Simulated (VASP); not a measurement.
# PtSe2 (P-3m1) in VASP: a series of runs

Runs on PtSe2. Level: LDA. Tasks: single point.

Program: VASP 6.6.1. These are calculated values, not measurements. Logs are shortened: lines on timing, memory, paths and dates and some standing lists are left out, and cuts for length are marked.

## 1. The cell of the first run

Symmetry: P-3m1, No. 164, trigonal system. The conventional cell has a = 3.724 Å, b = 3.724 Å, c = 5.467 Å, α = 90.00°, β = 90.00°, γ = 120.00°. Within 3.4 Å of Pt (site symmetry -3m) lie 6 Se at 2.55 Å. Se (site symmetry 3m) has 3 Pt at 2.55 Å within 3.4 Å.

## 2. Single point, LDA (strain +0.000 along x and y, +0.080 along z)

INCAR reads:

```
PREC = Accurate
ENCUT = 520
EDIFF = 1E-6
ISMEAR = 0
SIGMA = 0.15
LREAL = F
LASPH = T
NELM = 100
ALGO = Normal
ISIF = 2
LWAVE = F
LCHARG = F
GGA = CA
NBANDS = 18
```

KPOINTS reads:

```
Automatic mesh
0
Gamma
  15 15 10
```

POSCAR reads:

```
PtSe2
1.0
    3.7240006046      0.0000000000      0.0000000000
   -1.8620003023      3.2250791273      0.0000000000
    0.0000000000      0.0000000000      5.4669600000
Pt Se
1 2
Direct
    0.0000000000      0.0000000000      0.0000000000
    0.3333333333      0.6666666667      0.2500000000
    0.6666666667      0.3333333333      0.7500000000
```

Potentials or basis: VASP PAW LDA potentials, release 64 (Pt, Se).

Run with:

```
$ cat potpaw_LDA.64/Pt/POTCAR potpaw_LDA.64/Se/POTCAR > POTCAR
$ mpirun -np 1 vasp_std > vasp.out
```

OUTCAR:

```text
PREC = Accurate
   ENCUT = 520
   EDIFF = 1E-6
   ISMEAR = 0
   LREAL = F
   LASPH = T
   NELM = 100
   ISIF = 2
   GGA = CA

 ion  position               nearest neighbor table
   1  0.000  0.000  0.000-   2 2.55   3 2.55   3 2.55   2 2.55   3 2.55   2 2.55
   2  0.333  0.667  0.250-   1 2.55   1 2.55   1 2.55
   3  0.667  0.333  0.750-   1 2.55   1 2.55   1 2.55

  LATTYP: Found a hexagonal cell.
 ALAT       =     3.7240006046
 C/A-ratio  =     1.4680341333

  Lattice vectors:

 A1 = (   3.7240006046,   0.0000000000,   0.0000000000)
 A2 = (  -1.8620003023,   3.2250791273,   0.0000000000)
 A3 = (   0.0000000000,   0.0000000000,   5.4669600000)

Analysis of symmetry for initial positions (statically):
=====================================================================
 Subroutine PRICEL returns:
 Original cell was already a primitive cell.

 Routine SETGRP: Setting up the symmetry group for a
 hexagonal supercell.

 Subroutine GETGRP returns: Found 12 space group operations
 (whereof 12 operations were pure point group operations)
 out of a pool of 24 trial point group operations.

The static configuration has the point symmetry D_3d.

Analysis of symmetry for dynamics (positions and initial velocities):
=====================================================================
 Subroutine PRICEL returns:
 Original cell was already a primitive cell.

 Routine SETGRP: Setting up the symmetry group for a
 hexagonal supercell.

 Subroutine GETGRP returns: Found 12 space group operations
 (whereof 12 operations were pure point group operations)
 out of a pool of 24 trial point group operations.

The dynamic configuration has the point symmetry D_3d.

 Subroutine INISYM returns: Found 12 space group operations
 (whereof 12 operations are pure point group operations),
 and found     1 'primitive' translations

----------------------------------------------------------------------------------------

                                     Primitive cell

  volume of cell :      65.6593

  direct lattice vectors                    reciprocal lattice vectors
     3.724000605  0.000000000  0.000000000     0.268528420  0.155034956  0.000000000
    -1.862000302  3.225079127  0.000000000     0.000000000  0.310069912  0.000000000
     0.000000000  0.000000000  5.466960000     0.000000000  0.000000000  0.182917014

  length of vectors
     3.724000605  3.724000605  5.466960000     0.310069912  0.310069912  0.182917014

  position of ions in fractional coordinates (direct lattice)
     0.000000000  0.000000000  0.000000000
     0.333333333  0.666666667  0.250000000
     0.666666667  0.333333333  0.750000000

  ion indices of the primitive-cell ions
   primitive index   ion index
                 1           1
                 2           2
                 3           3

----------------------------------------------------------------------------------------

 KPOINTS: Automatic mesh

Automatic generation of k-mesh.
 Grid dimensions read from file:
 generate k-points for:   15   15   10

 Generating k-lattice:

  Cartesian coordinates                     Fractional coordinates (reciprocal lattice)
     0.017901895  0.010335664  0.000000000     0.066666667  0.000000000  0.000000000
     0.000000000  0.020671327  0.000000000     0.000000000  0.066666667  0.000000000
     0.000000000  0.000000000  0.018291701     0.000000000  0.000000000  0.100000000

  Length of vectors
     0.020671327  0.020671327  0.018291701

  Shift w.r.t. Gamma in fractional coordinates (k-lattice)
     0.000000000  0.000000000  0.000000000

 Subroutine IBZKPT returns following result:
 ===========================================

 Found    238 irreducible k-points:

 Following reciprocal coordinates:
            Coordinates               Weight
  0.000000  0.000000  0.000000      1.000000
  0.066667  0.000000  0.000000      6.000000
  0.133333 -0.000000  0.000000      6.000000
  0.200000  0.000000  0.000000      6.000000
  0.266667 -0.000000  0.000000      6.000000
  0.333333  0.000000  0.000000      6.000000
[... 16 lines left out ...]
  0.333333  0.200000  0.000000     12.000000
  0.400000  0.200000  0.000000      6.000000
 [... further k-points ...]
   k-points           NKPTS =    238   k-points in BZ     NKDIM =    238   number of bands    NBANDS=     18
   number of dos      NEDOS =    301   number of ions     NIONS =      3
   total plane-waves  NPLWV =  32928
   dimension x,y,z NGX =    28 NGY =   28 NGZ =   42
   dimension x,y,z NGXF=    56 NGYF=   56 NGZF=   84
   ions per type =               1   2
   NGX,Y,Z   is equivalent  to a cutoff of  12.50, 12.50, 12.77 a.u.
   NGXF,Y,Z  is equivalent  to a cutoff of  25.00, 25.00, 25.54 a.u.
 SYSTEM =  unknown system
   PREC   = accura    normal or accurate (medium, high low for compatibility)
   ISTART =      0    job   : 0-new  1-cont  2-samecut
   ICHARG =      2    charge: 1-file 2-atom 10-const
   ISPIN  =      1    spin polarized calculation?
   LNONCOLLINEAR =      F non collinear calculations
   LSORBIT =      F    spin-orbit coupling
   LASPH  =      T    aspherical Exc in radial PAW
   ENCUT  =  520.0 eV  38.22 Ry    6.18 a.u.   6.92  6.92 10.16*2*pi/ulx,y,z
   NELM   =    100;   NELMIN=  2; NELMDL= -5     # of ELM steps
   EDIFF  = 0.1E-05   stopping-criterion for ELM
   LREAL  =      F    real-space projection
[... 7 lines left out ...]
   TEBEG  =    0.0;   TEEND  =   0.0 temperature during run
   PSTRESS=    0.0 pullay stress
   NELECT =      22.0000    total number of electrons
   NUPDOWN=      -1.0000    fix difference up-down
   EMIN   =  10.00;   EMAX   =-10.00  energy-range for DOS
   EFERMI =   0.00;   METHOD = LEGACY
   ISMEAR =     0;   SIGMA  =   0.15  broadening in eV -4-tet -1-fermi 0-gaus
   EFERMI_NEDOS =   21; number of points for ismear=-14 and -15
   IALGO  =     38    algorithm
   IMIX   =      4    mixing-type and parameters
     AMIX     =   0.40;   BMIX     =  1.00
     AMIX_MAG =   1.60;   BMIX_MAG =  1.00
  volume/ion in A,a.u.               =      21.89       147.70
  Fermi-wavevector in a.u.,A,eV,Ry     =   1.137061  2.148734 17.591074  1.292907
  Thomas-Fermi vector in A             =   2.273766
   LORBIT       =      0    0 simple, 1 ext, 2 COOP (PROOUT), +10 PAW based schemes
   GGA     = CA    functional components
   LHFCALC =     F    Hartree Fock is set to
   AEXX    =    0.0000 exact exchange contribution
   IVDW    =     0    specifies the selected vdW correction
   LEPSILON=     F    determine dielectric tensor
   LRPA    =     F    only Hartree local field effects (RPA)
 non-spin polarized calculation
 Gauss-broadening in eV      SIGMA  =   0.15
  energy-cutoff  :      520.00
  volume of cell :       65.66
 maximum number of plane-waves:      1782
   NGX = 13   NGY = 13   NGZ = 21

 number of electron      21.9999998 magnetization

 Free energy of the ion-electron system (eV)
  ---------------------------------------------------
  ext. energy  EPLUGINS =         0.00000000
  ---------------------------------------------------
  free energy    TOTEN  =       -16.91305568 eV

  energy without entropy =      -16.90754417  energy(sigma->0) =      -16.91029992

 E-fermi :   5.3971     XC(G=0): -10.5220

 val. band max:        5.3729934199   @ k =   0.0000   0.1333   0.2000
 cond. band min:       5.4092933993   @ k =   0.0000   0.1333   0.1000
 fundamental gap:      0.0362999794
 Fermi energy:         5.3970639354

 k-point     1 :       0.0000    0.0000    0.0000
  band No.  band energies     occupation
      1      -9.5692      2.00000
      2      -7.4273      2.00000
      3      -1.2454      2.00000
      4      -0.3072      2.00000
      5      -0.3072      2.00000
      6       1.8390      2.00000
[... 10 lines left out ...]
     17      13.0354      0.00000
     18      17.1733      0.00000

 k-point     2 :       0.0667    0.0000    0.0000
  band No.  band energies     occupation
      1      -9.5225      2.00000
      2      -7.4354      2.00000
      3      -1.1860      2.00000
      4      -0.2935      2.00000
      5      -0.2801      2.00000
      6       1.7751      2.00000
[... 10 lines left out ...]
     17      13.1999      0.00000
     18      16.2121      0.00000

 k-point     3 :       0.1333   -0.0000    0.0000
  band No.  band energies     occupation
      1      -9.3857      2.00000
      2      -7.4592      2.00000
      3      -1.0131      2.00000
      4      -0.2465      2.00000
      5      -0.2048      2.00000
      6       1.5417      2.00000
[... 10 lines left out ...]
     17      13.6281      0.00000
     18      14.9053      0.00000

 k-point     4 :       0.2000    0.0000    0.0000
  band No.  band energies     occupation
      1      -9.1692      2.00000
      2      -7.4975      2.00000
      3      -0.7498      2.00000
      4      -0.1458      2.00000
      5      -0.0998      2.00000
      6       1.0573      2.00000
[... 375 lines left out ...]
      4      -0.0518      2.00000
      5       0.2768      2.00000
      6       0.6846      2.00000
[... 10 lines left out ...]
     17      13.7734      0.00000
     18      14.3484      0.00000

 k-point    23 :       0.3333    0.2000    0.0000
  band No.  band energies     occupation
      1      -8.0233      2.00000
      2      -7.7399      2.00000
      3      -0.9606      2.00000
      4      -0.1379      2.00000
      5       0.4200      2.00000
      6       0.8090      2.00000
[... 10 lines left out ...]
     17      14.5616      0.00000
     18      14.6711      0.00000

 k-point    24 :       0.4000    0.2000    0.0000
  band No.  band energies     occupation
      1      -7.8792      2.00000
      2      -7.8245      2.00000
      3      -1.0774      2.00000
      4      -0.1692      2.00000
      5       0.4613      2.00000
      6       0.8546      2.00000
[... 10 lines left out ...]
     17      14.6196      0.00000
     18      15.2082      0.00000

 [... further k-points ...]

------------------------ aborting loop because EDIFF is reached ----------------------------------------

  FORCE on cell =-STRESS in cart. coord.  units (eV):
  Direction    XX          YY          ZZ          XY          YZ          ZX
  --------------------------------------------------------------------------------------
  -------------------------------------------------------------------------------------
  Total       -2.4816783     -2.4816783     -3.5526956      0.0000000      0.0000000     -0.0000000
  in kB      -60.5563999    -60.5563999    -86.6907114      0.0000000      0.0000000     -0.0000000
  external PRESSURE =     -69.2678370 kB  Pullay stress =       0.0000000 kB

 VOLUME and BASIS-vectors are now :
 -----------------------------------------------------------------------------
  energy-cutoff  :      520.00
  volume of cell :       65.66
      direct lattice vectors                 reciprocal lattice vectors
     3.724000605  0.000000000  0.000000000     0.268528420  0.155034956  0.000000000
    -1.862000302  3.225079127  0.000000000     0.000000000  0.310069912  0.000000000
     0.000000000  0.000000000  5.466960000     0.000000000  0.000000000  0.182917014

 POSITION                                       TOTAL-FORCE (eV/Angst)
 -----------------------------------------------------------------------------------
      0.00000      0.00000      0.00000         0.000000      0.000000      0.000000
     -0.00000      2.15005      1.36674        -0.000000      0.000000     -0.876231
      1.86200      1.07503      4.10022         0.000000      0.000000      0.876231
 -----------------------------------------------------------------------------------
    total drift:                               -0.000000     -0.000000     -0.000000

  FREE ENERGIE OF THE ION-ELECTRON SYSTEM (eV)
  ---------------------------------------------------
  free  energy   TOTEN  =       -16.9130556781 eV

  energy  without entropy=      -16.9075441668  energy(sigma->0) =      -16.91029992
```

It took 2 min on 1 thread of AMD EPYC 7R13 (Zen 3), shared host; peak memory 0.34 GiB.

Results:

```
Free energy            : -16.9131 eV
Pressure               : -6.9 GPa
Largest force          : 0.876 eV/Å
Band gap on the k mesh : zero (band 11 reaches 5.61 eV, above the bottom of band 12 at 5.28 eV)
```

Forces in eV/Å, atoms in the order of the input:
```
Pt   0.000  0.000  0.000
Se   0.000  0.000 -0.876
Se   0.000  0.000  0.876
```

Caveat: the cell differs from its parent crystal (strain +0.000 along x and y, +0.080 along z); spin-orbit coupling is left out, which moves the levels of the heavy elements.

## 3. Single point, LDA (strain +0.000 along x and y, -0.080 along z)

INCAR reads:

```
SYSTEM = PtSe2
PREC = Accurate
ENCUT = 520
EDIFF = 1E-6
ISMEAR = 0
SIGMA = 0.15
LREAL = .False.
LASPH = .True.
NELM = 100
ALGO = Normal
ISIF = 2
LWAVE = .False.
LCHARG = .False.
GGA = CA
NBANDS = 18
```

KPOINTS reads:

```
regular mesh
0
Gamma
  15 15 10
  0 0 0
```

Changes to POSCAR since step 2:

```diff
@@ -4,3 +4,3 @@
    -1.8620003023      3.2250791273      0.0000000000
-    0.0000000000      0.0000000000      5.4669600000
+    0.0000000000      0.0000000000      4.6570400000
 Pt Se
```

Potentials or basis: VASP PAW LDA potentials, release 64 (Pt, Se).

Run with:

```
$ cat potpaw_LDA.64/Pt/POTCAR potpaw_LDA.64/Se/POTCAR > POTCAR
$ mpirun -np 1 vasp_std > vasp.out
```

OUTCAR:

```text
SYSTEM = PtSe2
   PREC = Accurate
   ENCUT = 520
   EDIFF = 1E-6
   ISMEAR = 0
   LREAL = .False.
   LASPH = .True.
   NELM = 100
   ISIF = 2
   GGA = CA

 ion  position               nearest neighbor table
   1  0.000  0.000  0.000-   2 2.45   3 2.45   3 2.45   2 2.45   3 2.45   2 2.45
   2  0.333  0.667  0.250-   1 2.45   1 2.45   1 2.45
   3  0.667  0.333  0.750-   1 2.45   1 2.45   1 2.45

  LATTYP: Found a hexagonal cell.
 ALAT       =     3.7240006046
 C/A-ratio  =     1.2505475950

  Lattice vectors:

 A1 = (   3.7240006046,   0.0000000000,   0.0000000000)
 A2 = (  -1.8620003023,   3.2250791273,   0.0000000000)
 A3 = (   0.0000000000,   0.0000000000,   4.6570400000)

Analysis of symmetry for initial positions (statically):
=====================================================================
 Subroutine PRICEL returns:
 Original cell was already a primitive cell.

 Routine SETGRP: Setting up the symmetry group for a
 hexagonal supercell.

 Subroutine GETGRP returns: Found 12 space group operations
 (whereof 12 operations were pure point group operations)
 out of a pool of 24 trial point group operations.

The static configuration has the point symmetry D_3d.

Analysis of symmetry for dynamics (positions and initial velocities):
=====================================================================
 Subroutine PRICEL returns:
 Original cell was already a primitive cell.

 Routine SETGRP: Setting up the symmetry group for a
 hexagonal supercell.

 Subroutine GETGRP returns: Found 12 space group operations
 (whereof 12 operations were pure point group operations)
 out of a pool of 24 trial point group operations.

The dynamic configuration has the point symmetry D_3d.

 Subroutine INISYM returns: Found 12 space group operations
 (whereof 12 operations are pure point group operations),
 and found     1 'primitive' translations

----------------------------------------------------------------------------------------

[... 115 lines left out ...]
  volume/ion in A,a.u.               =      18.64       125.82
  Fermi-wavevector in a.u.,A,eV,Ry     =   1.199487  2.266703 19.575655  1.438770
  Thomas-Fermi vector in A             =   2.335349
   LORBIT       =      0    0 simple, 1 ext, 2 COOP (PROOUT), +10 PAW based schemes
   GGA     = CA    functional components
   LHFCALC =     F    Hartree Fock is set to
   AEXX    =    0.0000 exact exchange contribution
   IVDW    =     0    specifies the selected vdW correction
   LEPSILON=     F    determine dielectric tensor
   LRPA    =     F    only Hartree local field effects (RPA)
 non-spin polarized calculation
 Gauss-broadening in eV      SIGMA  =   0.15
  energy-cutoff  :      520.00
  volume of cell :       55.93
 maximum number of plane-waves:      1530
   NGX = 13   NGY = 13   NGZ = 17

 number of electron      21.9999998 magnetization

 Free energy of the ion-electron system (eV)
  ---------------------------------------------------
  ext. energy  EPLUGINS =         0.00000000
  ---------------------------------------------------
  free energy    TOTEN  =       -16.94438063 eV

  energy without entropy =      -16.93593038  energy(sigma->0) =      -16.94015551

 E-fermi :   7.6760     XC(G=0): -11.3227

 val. band max:        7.6698425495   @ k =  -0.0667   0.3333   0.3000
 cond. band min:       7.6928289187   @ k =   0.0000   0.3333   0.2000
 fundamental gap:      0.0229863692
 Fermi energy:         7.6759765567

 k-point     1 :       0.0000    0.0000    0.0000
  band No.  band energies     occupation
      1      -8.8179      2.00000
      2      -5.1172      2.00000
      3      -0.0022      2.00000
      4       0.4049      2.00000
      5       0.4049      2.00000
      6       3.2938      2.00000
[... 481 lines left out ...]
      5       1.5528      2.00000
      6       2.3415      2.00000
[... 10 lines left out ...]
     17      16.5690      0.00000
     18      18.0997      0.00000

 [... further k-points ...]

------------------------ aborting loop because EDIFF is reached ----------------------------------------

  FORCE on cell =-STRESS in cart. coord.  units (eV):
  Direction    XX          YY          ZZ          XY          YZ          ZX
  --------------------------------------------------------------------------------------
  -------------------------------------------------------------------------------------
  Total        3.5295910      3.5295910      3.1981161      0.0000000      0.0000000     -0.0000000
  in kB      101.1055225    101.1055225     91.6103872      0.0000000      0.0000000     -0.0000000
  external PRESSURE =      97.9404774 kB  Pullay stress =       0.0000000 kB

 VOLUME and BASIS-vectors are now :
 -----------------------------------------------------------------------------
  energy-cutoff  :      520.00
  volume of cell :       55.93
      direct lattice vectors                 reciprocal lattice vectors
     3.724000605  0.000000000  0.000000000     0.268528420  0.155034956  0.000000000
    -1.862000302  3.225079127  0.000000000     0.000000000  0.310069912  0.000000000
     0.000000000  0.000000000  4.657040000     0.000000000  0.000000000  0.214728669

 POSITION                                       TOTAL-FORCE (eV/Angst)
 -----------------------------------------------------------------------------------
      0.00000      0.00000      0.00000        -0.000000     -0.000000      0.000000
     -0.00000      2.15005      1.16426        -0.000000      0.000000      1.404975
      1.86200      1.07503      3.49278         0.000000     -0.000000     -1.404975
 -----------------------------------------------------------------------------------
    total drift:                               -0.000000     -0.000000     -0.000000

  FREE ENERGIE OF THE ION-ELECTRON SYSTEM (eV)
  ---------------------------------------------------
  free  energy   TOTEN  =       -16.9443806313 eV

  energy  without entropy=      -16.9359303848  energy(sigma->0) =      -16.94015551
```

stdout:

```text
POSCAR found type information on POSCAR PtSe
 POSCAR found :  2 types and       3 ions
 scaLAPACK will be used
 LDA part: xc-table for (Slater(with rela. corr.)+CA(PZ))
 , standard interpolation
 POSCAR, INCAR and KPOINTS ok, starting setup
 FFT: planning ... GRIDC
 FFT: planning ... GRID_SOFT
 FFT: planning ... GRID
 WAVECAR not read
 entering main loop
```

Wall time 1.9 min (1 thread of AMD EPYC 7R13 (Zen 3), shared host); peak memory 0.31 GiB.

Results:

* Free energy: -16.9444 eV
* Pressure: 9.8 GPa
* Largest force: 1.405 eV/Å
* Band gap on the k mesh: zero (band 11 reaches 8.30 eV, above the bottom of band 12 at 7.58 eV)

Forces in eV/Å, atoms in the order of the input:
```
Pt   0.000  0.000  0.000
Se   0.000  0.000  1.405
Se   0.000  0.000 -1.405
```

Stress tensor (GPa, compression positive):
```
10.11  0.00  0.00
 0.00 10.11  0.00
 0.00  0.00  9.16
```

Caveat: the cell differs from its parent crystal (strain +0.000 along x and y, -0.080 along z); spin-orbit coupling is left out, which moves the levels of the heavy elements; forces of over 1 eV/Å act on the atoms, so gaps and moduli don't describe the material at rest.

(Continued in part 2 of 2.)
